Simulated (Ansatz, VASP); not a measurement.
## ZnS in VASP and in Ansatz

File POSCAR:

```
ZnS
1.0
    3.9463728179      0.0000000000      0.0000000000
   -1.9731864090      3.4176591131      0.0000000000
    0.0000000000      0.0000000000      5.8800537130
Zn S
2 2
Direct
    0.3333333333      0.6666666667      0.2500000000
    0.6666666667      0.3333333333      0.7500000000
    0.6666666667      0.3333333333      0.2500000000
    0.3333333333      0.6666666667      0.7500000000
```

File INCAR.step1:

```
SYSTEM = ZnS
PREC = Accurate
ENCUT = 520
ISMEAR = 0
SIGMA = 0.01
LREAL = .FALSE.
LASPH = .TRUE.
NELM = 60
NBANDS = 26
GGA = PE
ALGO = Normal
EDIFF = 1E-4
LWAVE = .TRUE.
LCHARG = .FALSE.
```

INCAR.step2

```
SYSTEM = ZnS
PREC = Accurate
ENCUT = 520
EDIFF = 1E-6
ISMEAR = 0
SIGMA = 0.01
LREAL = .FALSE.
LASPH = .TRUE.
NELM = 60
ALGO = Normal
ISIF = 2
LWAVE = .FALSE.
LCHARG = .FALSE.
METAGGA = R2SCAN
LMIXTAU = .TRUE.
NBANDS = 26
ISTART = 1
```

KPOINTS

```
Automatic mesh
0
G
  12 12 4
  0 0 0
```

Input for Ansatz:

```yaml
crystal:
  lattice:
    - [3.9463728179, 0.0, 0.0]
    - [-1.973186409, 3.4176591131, 0.0]
    - [0.0, 0.0, 5.880053713]
  atoms:
    - { symbol: Zn, position: [0.3333333333, 0.6666666667, 0.25] }
    - { symbol: Zn, position: [0.6666666667, 0.3333333333, 0.75] }
    - { symbol: S, position: [0.6666666667, 0.3333333333, 0.25] }
    - { symbol: S, position: [0.3333333333, 0.6666666667, 0.75] }
kpoints:
  mp_grid: { grid: [12, 12, 4] }
  band_path:
    path:
      - [0.0, 0.0, 0.0]
      - [0.5, 0.0, 0.0]
      - [0.3333333333, 0.3333333333, 0.0]
      - [0.0, 0.0, 0.5]
      - [0.5, 0.0, 0.5]
      - [0.3333333333, 0.3333333333, 0.5]
    npoints: 1
hamiltonian:
  xc: r2scan
scf:
  occupations: { method: fixed }
  n_extra_bands: 5
output:
  forces: true
  stress: true
  eigenvalues: true
```

Alike in both runs: task single point; functional r2SCAN; k mesh 12 × 12 × 4; no spin polarisation.

|  | VASP | Ansatz |
| --- | --- | --- |
| version | VASP 6.6.1 | Ansatz 0.2.0 |
| potentials or method | VASP PAW PBE potentials, release 64 (Zn, S) | plane waves, PAW |
| plane-wave cutoff (eV) | 520 | 500 |
| occupations | gaussian, width 0.01 eV | fixed |
| valence electrons in the cell | 36 | 36 |

Ansatz gave:

* gap on the k mesh at the Fermi level (eV): 1.95
* pressure (GPa): 0.0
* traceless stress, the component that is largest in VASP (GPa): 0.06

Task: Which values does VASP return?

Result: gap on the k mesh at the Fermi level (eV): 1.95; pressure (GPa): 0.0; traceless stress, the component that is largest in VASP (GPa): -0.01.

VASP's potentials were made for PBE, not for r2SCAN.
